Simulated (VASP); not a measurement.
# Ga16HO24 (a cell with a defect) in VASP: single point with PBEsol

Aim: the single point of Ga16HO24 (a cell with a defect) with PBEsol.

Program: VASP 6.6.1. These are calculated values, not measurements. Logs are shortened: lines on timing, memory, paths and dates and some standing lists are left out, and cuts for length are marked.

### 1 The cell of the first run

The cell holds a defect, 41 atoms: a = 7.541 Å, b = 7.654 Å, c = 8.421 Å, α = 72.48°, β = 75.38°, γ = 67.31°.

### 2 Single point, PBEsol

INCAR

```
ALGO     = Normal         # electronic algorithm
EDIFF    = 1E-6           # SCF threshold, eV
ENCUT    = 520            # plane-wave cutoff, eV
GGA      = PS             # functional
ISIF     = 2              # what is computed and relaxed
ISMEAR   = 0              # smearing method
KPAR     = 2            
LASPH    = T              # aspherical terms in the spheres
LCHARG   = F              # write CHGCAR
LREAL    = Auto         
LWAVE    = F              # write WAVECAR
NBANDS   = 202            # bands
NCORE    = 2            
NELECT   = 352.0        
NELM     = 100            # most SCF steps
PREC     = Accurate       # precision mode
SIGMA    = 0.01           # smearing width, eV
```

KPOINTS

```
Automatic mesh
0
Gamma
  2 2 2
  0.5 0.5 0.5
```

POSCAR

```
Ga16HO24
1.0
   -4.7582679566     -1.5236550176     -5.6478147190
   -6.1387111721      4.5709650529     -0.0036336926
    1.3804432155      6.0946200705     -5.6441810265
Ga O H
16 24 1
Direct
    0.6469818464      0.6673714278      0.6594256443
    0.8967350271      0.4136592345      0.4157049239
    0.1433549930      0.1771751564      0.1590813900
    0.4009062411      0.9180380959      0.9099998211
    0.5825371499      0.0934105940      0.0851604173
    0.8462391700      0.8366048716      0.8210685988
    0.0972139770      0.5804217480      0.5868836043
    0.3441991558      0.3322061477      0.3403400959
    0.4591730780      0.7141047539      0.3307705032
    0.7046754414      0.4605912898      0.0774828686
    0.9646675127      0.2161350862      0.8275150415
    0.2124311954      0.9666228315      0.5778474724
    0.7780946534      0.0364195242      0.4172459743
    0.0571638665      0.7846673183      0.1771019181
    0.2795086283      0.5387505891      0.9158182273
    0.5325140164      0.2842048213      0.6706975616
    0.4987079640      0.4921605047      0.7556266645
    0.7463185793      0.2409716157      0.5054250109
   -0.0044857329      1.0020869027      0.2527700780
    0.2515218675      0.7448932609      0.0008441928
    0.7498975819      0.2479245640      0.9954123777
    0.9983900781      0.0056481602      0.7457243641
    0.2436085920      0.7590166389      0.4929211520
    0.4914844074      0.5078866017      0.2431424328
    0.4120851021      0.9333546863      0.1494080129
    0.6608070092      0.6856735754      0.9016950556
    0.9066423825      0.4355877321      0.6503181744
    0.1551181475      0.1879528662      0.3993014266
    0.8345469268      0.8153110159      0.5935434766
    0.0872580707      0.5644063252      0.3500694916
    0.3313587035      0.3194997099      0.0959142360
    0.5926487717      0.0621885150      0.8503381157
    0.0664942982      0.5998169733      0.8169062285
    0.3185300030      0.3447319220      0.5719976227
    0.5659214889      0.0986527577      0.3162541541
    0.8325959398      0.8329203618      0.0772309666
    0.1770177247      0.1538341114      0.9295060600
    0.4268759234      0.9035727911      0.6779846753
    0.6764661474      0.6529065678      0.4255151585
    0.9162375381      0.4162218958      0.1775083712
    0.8064924178      0.7099137047      0.1357242581
```

Potentials or basis: VASP PAW PBE potentials, release 64 (Ga_d, O, H).

Launch:

```console
$ cat potpaw_PBE.64/Ga_d/POTCAR potpaw_PBE.64/O/POTCAR potpaw_PBE.64/H/POTCAR > POTCAR
$ mpirun -np 4 vasp_std > vasp.out
```

OUTCAR:

```text
EDIFF = 1E-6
   ENCUT = 520
   GGA = PS
   ISIF = 2
   ISMEAR = 0
   LASPH = T
   LREAL = Auto
   NELECT = 352.0
   NELM = 100
   PREC = Accurate

 ion  position               nearest neighbor table
   1  0.647  0.667  0.659-  17 1.94  38 1.94  39 1.96  29 2.01  27 2.08  26 2.12
   2  0.897  0.414  0.416-  18 1.93  39 1.95  40 1.97  30 2.05  28 2.05  27 2.05
   3  0.143  0.177  0.159-  19 1.93  37 1.94  40 1.98  31 1.99  28 2.07  25 2.16
   4  0.401  0.918  0.910-  20 1.93  38 1.95  37 1.95  32 2.02  25 2.08  26 2.08
   5  0.583  0.093  0.085-  21 1.92  35 1.93  25 1.98  31 2.02  32 2.04  36 2.16
   6  0.846  0.837  0.821-  22 1.92  33 1.93  29 2.00  26 2.01  32 2.04  36 2.13
   7  0.097  0.580  0.587-  33 1.94  34 1.94  23 1.95  27 2.02  30 2.06  29 2.10
   8  0.344  0.332  0.340-  24 1.93  34 1.94  35 1.94  28 2.01  30 2.07  31 2.12
   9  0.459  0.714  0.331-  23 1.83  39 1.84  24 1.85  25 1.88
  10  0.705  0.461  0.077-  21 1.84  24 1.84  40 1.86  26 1.88
  11  0.965  0.216  0.828-  37 1.84  22 1.84  21 1.85  27 1.87
  12  0.212  0.967  0.578-  38 1.84  23 1.84  22 1.85  28 1.88
  13  0.778  0.036  0.417-  35 1.83  18 1.84  19 1.85  29 1.87
  14  0.057  0.785  0.177-  20 1.81  19 1.81  30 1.85  36 1.94
  15  0.280  0.539  0.916-  33 1.83  17 1.84  20 1.84  31 1.88
  16  0.533  0.284  0.671-  34 1.84  18 1.84  17 1.84  32 1.89
  17  0.499  0.492  0.756-  15 1.84  16 1.84   1 1.94
[... 8 lines left out ...]
  26  0.661  0.686  0.902-  10 1.88   6 2.01   4 2.08   1 2.12
  27  0.907  0.436  0.650-  11 1.87   7 2.02   2 2.05   1 2.08
  28  0.155  0.188  0.399-  12 1.88   8 2.01   2 2.05   3 2.07
  29  0.835  0.815  0.594-  13 1.87   6 2.00   1 2.01   7 2.10
  30  0.087  0.564  0.350-  14 1.85   2 2.05   7 2.06   8 2.07
  31  0.331  0.319  0.096-  15 1.88   3 1.99   5 2.02   8 2.12
  32  0.593  0.062  0.850-  16 1.89   4 2.02   5 2.04   6 2.04
  33  0.066  0.600  0.817-  15 1.83   6 1.93   7 1.94
  34  0.319  0.345  0.572-  16 1.84   8 1.94   7 1.94
  35  0.566  0.099  0.316-  13 1.83   5 1.93   8 1.94
  36  0.833  0.833  0.077-  41 0.99  14 1.94   6 2.13   5 2.16
  37  0.177  0.154  0.930-  11 1.84   3 1.94   4 1.95
  38  0.427  0.904  0.678-  12 1.84   1 1.94   4 1.95
  39  0.676  0.653  0.426-   9 1.84   2 1.95   1 1.96
  40  0.916  0.416  0.178-  10 1.86   2 1.97   3 1.98
  41  0.806  0.710  0.136-  36 0.99

  LATTYP: Found a triclinic cell.
 ALAT       =    21.2816540369
 B/A-ratio  =     1.1209312408
 C/A-ratio  =     0.9014778927
 COS(alpha) =     0.0001139027
 COS(beta)  =     0.5397399893
 COS(gamma) =     0.8407754412

  Lattice vectors:

 A1 = ( -18.4161335163, -10.6655851233,  -0.0109010776)
 A2 = ( -23.1744014729,   0.0000000001,  -5.6587157967)
 A3 = (  -1.3804432155, -18.2838602115,   5.6441810266)

Analysis of symmetry for initial positions (statically):
=====================================================================
 Subroutine PRICEL returns:
 Original cell was already a primitive cell.

 Routine SETGRP: Setting up the symmetry group for a
 triclinic supercell.

 Subroutine GETGRP returns: Found  1 space group operations
 (whereof  1 operations were pure point group operations)
 out of a pool of  2 trial point group operations.

The static configuration has the point symmetry C_1 .

Analysis of symmetry for dynamics (positions and initial velocities):
=====================================================================
 Subroutine PRICEL returns:
 Original cell was already a primitive cell.

 Routine SETGRP: Setting up the symmetry group for a
 triclinic supercell.

 Subroutine GETGRP returns: Found  1 space group operations
 (whereof  1 operations were pure point group operations)
 out of a pool of  2 trial point group operations.

The dynamic configuration has the point symmetry C_1 .

 Subroutine INISYM returns: Found  1 space group operations
 (whereof  1 operations are pure point group operations),
 and found     1 'primitive' translations

----------------------------------------------------------------------------------------

                                     Primitive cell

  volume of cell :     422.3939

  direct lattice vectors                    reciprocal lattice vectors
    -4.758267957 -1.523655018 -5.647814719    -0.061026469 -0.082039568 -0.103512551
    -6.138711172  4.570965053 -0.003633693    -0.101850594  0.082039568  0.063676384
     1.380443215  6.094620071 -5.644181027     0.061131328  0.082039568 -0.073635426

  length of vectors
     7.540586825  7.653594552  8.420617361     0.145497659  0.145460360  0.126054377

  position of ions in fractional coordinates (direct lattice)
     0.646981846  0.667371428  0.659425644
     0.896735027  0.413659235  0.415704924
     0.143354993  0.177175156  0.159081390
     0.400906241  0.918038096  0.909999821
     0.582537150  0.093410594  0.085160417
     0.846239170  0.836604872  0.821068599
[... 33 lines left out ...]
     0.916237538  0.416221896  0.177508371
     0.806492418  0.709913705  0.135724258

  ion indices of the primitive-cell ions
   primitive index   ion index
                 1           1
                 2           2
                 3           3
                 4           4
                 5           5
                 6           6
[... 33 lines left out ...]
                40          40
                41          41

----------------------------------------------------------------------------------------

 KPOINTS: Automatic mesh

Automatic generation of k-mesh.
 Grid dimensions read from file:
 generate k-points for:    2    2    2

 Generating k-lattice:

  Cartesian coordinates                     Fractional coordinates (reciprocal lattice)
    -0.030513235 -0.041019784 -0.051756275     0.500000000 -0.000000000 -0.000000000
    -0.050925297  0.041019784  0.031838192     0.000000000  0.500000000  0.000000000
     0.030565664  0.041019784 -0.036817713     0.000000000  0.000000000  0.500000000

  Length of vectors
     0.072748830  0.072730180  0.063027189

  Shift w.r.t. Gamma in fractional coordinates (k-lattice)
     0.500000000  0.500000000  0.500000000

 Subroutine IBZKPT returns following result:
 ===========================================

 Found      4 irreducible k-points:

 Following reciprocal coordinates:
            Coordinates               Weight
  0.250000  0.250000  0.250000      2.000000
 -0.250000  0.250000  0.250000      2.000000
  0.250000 -0.250000  0.250000      2.000000
 -0.250000 -0.250000  0.250000      2.000000
   k-points           NKPTS =      4   k-points in BZ     NKDIM =      4   number of bands    NBANDS=    202
   number of dos      NEDOS =    301   number of ions     NIONS =     41
   total plane-waves  NPLWV = 215040
   dimension x,y,z NGX =    56 NGY =   60 NGZ =   64
   dimension x,y,z NGXF=   112 NGYF=  120 NGZF=  128
   ions per type =              16  24   1
   NGX,Y,Z   is equivalent  to a cutoff of  12.35, 13.03, 12.64 a.u.
   NGXF,Y,Z  is equivalent  to a cutoff of  24.69, 26.07, 25.27 a.u.
 SYSTEM =  unknown system
   PREC   = accura    normal or accurate (medium, high low for compatibility)
   ISTART =      0    job   : 0-new  1-cont  2-samecut
   ICHARG =      2    charge: 1-file 2-atom 10-const
   ISPIN  =      1    spin polarized calculation?
   LNONCOLLINEAR =      F non collinear calculations
   LSORBIT =      F    spin-orbit coupling
   LASPH  =      T    aspherical Exc in radial PAW
   ENCUT  =  520.0 eV  38.22 Ry    6.18 a.u.  14.02 14.23 15.66*2*pi/ulx,y,z
   NELM   =    100;   NELMIN=  2; NELMDL= -5     # of ELM steps
   EDIFF  = 0.1E-05   stopping-criterion for ELM
   LREAL  =      T    real-space projection
   EDIFFG = 0.1E-04   stopping-criterion for IOM
   NSW    =      0    number of steps for IOM
   IBRION =     -1    ionic relax: 0-MD 1-quasi-New 2-CG
   NFREE  =      0    steps in history (QN), initial steepest desc. (CG)
   ISIF   =      2    stress and relaxation
   ISYM   =      2    0-nonsym 1-usesym 2-fastsym
   POTIM  = 0.5000    time-step for ionic-motion
   TEBEG  =    0.0;   TEEND  =   0.0 temperature during run
   PSTRESS=    0.0 pullay stress
   NELECT =     352.0000    total number of electrons
   NUPDOWN=      -1.0000    fix difference up-down
   EMIN   =  10.00;   EMAX   =-10.00  energy-range for DOS
   EFERMI =   0.00;   METHOD = LEGACY
   ISMEAR =     0;   SIGMA  =   0.01  broadening in eV -4-tet -1-fermi 0-gaus
   EFERMI_NEDOS =   21; number of points for ismear=-14 and -15
   IALGO  =     38    algorithm
   IMIX   =      4    mixing-type and parameters
     AMIX     =   0.40;   BMIX     =  1.00
     AMIX_MAG =   1.60;   BMIX_MAG =  1.00
  volume/ion in A,a.u.               =      10.30        69.52
  Fermi-wavevector in a.u.,A,eV,Ry     =   1.540576  2.911267 32.291726  2.373375
  Thomas-Fermi vector in A             =   2.646644
   LORBIT       =      0    0 simple, 1 ext, 2 COOP (PROOUT), +10 PAW based schemes
   GGA     = PS    functional components
   LHFCALC =     F    Hartree Fock is set to
   AEXX    =    0.0000 exact exchange contribution
   IVDW    =     0    specifies the selected vdW correction
   LEPSILON=     F    determine dielectric tensor
   LRPA    =     F    only Hartree local field effects (RPA)
 non-spin polarized calculation
 Gauss-broadening in eV      SIGMA  =   0.01
  energy-cutoff  :      520.00
  volume of cell :      422.39
 maximum number of plane-waves:     11380
   NGX = 29   NGY = 29   NGZ = 31

 number of electron     351.9999997 magnetization

 Free energy of the ion-electron system (eV)
  ---------------------------------------------------
  ext. energy  EPLUGINS =         0.00000000
  ---------------------------------------------------
  free energy    TOTEN  =      -264.75818116 eV

  energy without entropy =     -264.75818116  energy(sigma->0) =     -264.75818116

 E-fermi :   3.7630     XC(G=0): -11.8614

 val. band max:        3.6744054946   @ k =   0.2500   0.2500   0.2500
 cond. band min:       6.7869782372   @ k =   0.2500   0.2500   0.2500
 fundamental gap:      3.1125727426
 Fermi energy:         3.7630044014

 k-point     1 :       0.2500    0.2500    0.2500
  band No.  band energies     occupation
      1     -15.7736      2.00000
      2     -14.9235      2.00000
      3     -14.4822      2.00000
      4     -14.2899      2.00000
      5     -14.2614      2.00000
      6     -14.1634      2.00000
[... 753 lines left out ...]
    187      10.4105      0.00000
    188      10.6696      0.00000
 [bands above 188 left out]

------------------------ aborting loop because EDIFF is reached ----------------------------------------

  FORCE on cell =-STRESS in cart. coord.  units (eV):
  Direction    XX          YY          ZZ          XY          YZ          ZX
  --------------------------------------------------------------------------------------
  -------------------------------------------------------------------------------------
  Total       -7.0667025     -7.0246047     -9.2415430      0.7693933     -0.3735862      2.1734797
  in kB      -26.8046262    -26.6449455    -35.0539880      2.9183767     -1.4170454      8.2442004
  external PRESSURE =     -29.5011866 kB  Pullay stress =       0.0000000 kB

 VOLUME and BASIS-vectors are now :
 -----------------------------------------------------------------------------
  energy-cutoff  :      520.00
  volume of cell :      422.39
      direct lattice vectors                 reciprocal lattice vectors
    -4.758267957 -1.523655018 -5.647814719    -0.061026469 -0.082039568 -0.103512551
    -6.138711172  4.570965053 -0.003633693    -0.101850594  0.082039568  0.063676384
     1.380443215  6.094620071 -5.644181027     0.061131328  0.082039568 -0.073635426

 POSITION                                       TOTAL-FORCE (eV/Angst)
 -----------------------------------------------------------------------------------
     -6.26501      6.08370     -7.37838         0.009545     -0.001484      0.011150
     -6.23238      3.05807     -7.41241         0.011597      0.000474      0.013110
     -1.55015      1.56098     -1.70817         0.011712     -0.003220      0.015921
     -6.28699      9.13158     -7.40378         0.015315      0.000534      0.025377
     -3.22773      0.05841     -3.77106        -0.023315     -0.009676     -0.024396
     -8.02887      7.53882     -9.41670        -0.024694      0.004221     -0.013493
[... 33 lines left out ...]
     -6.66973      1.58835     -6.17814        -0.015555      0.003193      0.014957
     -8.00810      2.84336     -5.32355         0.105674     -0.021529     -0.024476
 -----------------------------------------------------------------------------------
    total drift:                               -0.004319      0.034117      0.006309

  FREE ENERGIE OF THE ION-ELECTRON SYSTEM (eV)
  ---------------------------------------------------
  free  energy   TOTEN  =      -264.7581811641 eV

  energy  without entropy=     -264.7581811641  energy(sigma->0) =     -264.75818116
```

Run time: 2.5 min. Hardware: 4 MPI ranks of AMD EPYC 7R13 (Zen 3), shared host; peak memory 0.38 GiB.

Results:

```yaml
Free_energy: -264.7582 eV
Largest_force: 0.111 eV/Å
```

Forces in eV/Å, atoms in the order of the input:
```
Ga   0.010 -0.001  0.011
Ga   0.012  0.000  0.013
Ga   0.012 -0.003  0.016
Ga   0.015  0.001  0.025
Ga  -0.023 -0.010 -0.024
Ga  -0.025  0.004 -0.013
Ga  -0.011  0.005 -0.016
Ga  -0.012 -0.003 -0.014
Ga   0.003  0.006 -0.002
Ga   0.004 -0.010  0.002
Ga   0.002 -0.001 -0.005
Ga   0.001  0.004 -0.002
Ga   0.000 -0.001 -0.001
Ga  -0.021 -0.003 -0.003
Ga  -0.003  0.001  0.004
Ga  -0.005 -0.003  0.008
O    0.008  0.003  0.002
O    0.008  0.006  0.001
O    0.013 -0.006  0.000
O    0.009  0.008 -0.003
O   -0.010  0.003  0.002
O   -0.002  0.002  0.001
O   -0.009 -0.001 -0.001
O   -0.006  0.000  0.001
O    0.016  0.000 -0.015
O    0.016  0.002 -0.014
O    0.018  0.003 -0.013
O    0.019 -0.004 -0.013
O   -0.018 -0.004  0.017
O   -0.016 -0.002  0.019
O   -0.013  0.004  0.011
O   -0.015 -0.001  0.009
O    0.007  0.003 -0.020
O    0.010 -0.001 -0.018
O    0.007 -0.003 -0.021
O   -0.073  0.021  0.013
O   -0.004  0.000  0.016
O   -0.006  0.001  0.017
O   -0.005 -0.001  0.022
O   -0.016  0.003  0.015
H    0.106 -0.022 -0.024
```

Caveat: the cell carries a net charge on a neutralising background, which shifts energy and pressure; the cell is charged against a uniform background, so pressure and absolute levels hang on convention; the PAW data sets were made with another functional, which shifts forces and pressure a little.
